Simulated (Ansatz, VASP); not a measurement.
KF in VASP and in Ansatz

```xyz
2
Lattice="3.2590 0.0000 0.0000 0.0000 3.2590 0.0000 0.0000 0.0000 3.2590" Properties=species:S:1:pos:R:3 pbc="T T T"
K     0.0000    0.0000    0.0000
F     1.6295    1.6295    1.6295
```

Alike in both runs: task relaxation of cell and atoms; functional LDA; k mesh 9 × 9 × 9; occupations fermi-dirac, width 0.02 eV; no spin polarisation.

```csv
,VASP,Ansatz
version,VASP 6.6.1,Ansatz 0.2.0
potentials or method,"VASP PAW LDA potentials, release 64 (K_sv, F)","PAW with Ansatz's default frozen-core files, scalar-relativistic"
plane-wave cutoff (eV),600,420
valence electrons in the cell,16,16
```

Ansatz gave:

| Property | Result |
| --- | --- |
| gap on the k mesh at the Fermi level, each at its own relaxed structure (eV) | 7.22 |
| relaxed volume (Å³/atom) | 14.66 |
| relaxed cell length with the largest relative difference (Å) | 3.083 |

Problem. Estimate VASP's values.

Solution. gap on the k mesh at the Fermi level, each at its own relaxed structure (eV): 7.17; relaxed volume (Å³/atom): 14.72; relaxed cell length with the largest relative difference (Å): 3.088.

LDA's correlation is that of Perdew and Zunger in VASP and of Perdew and Wang (1992) in Ansatz.
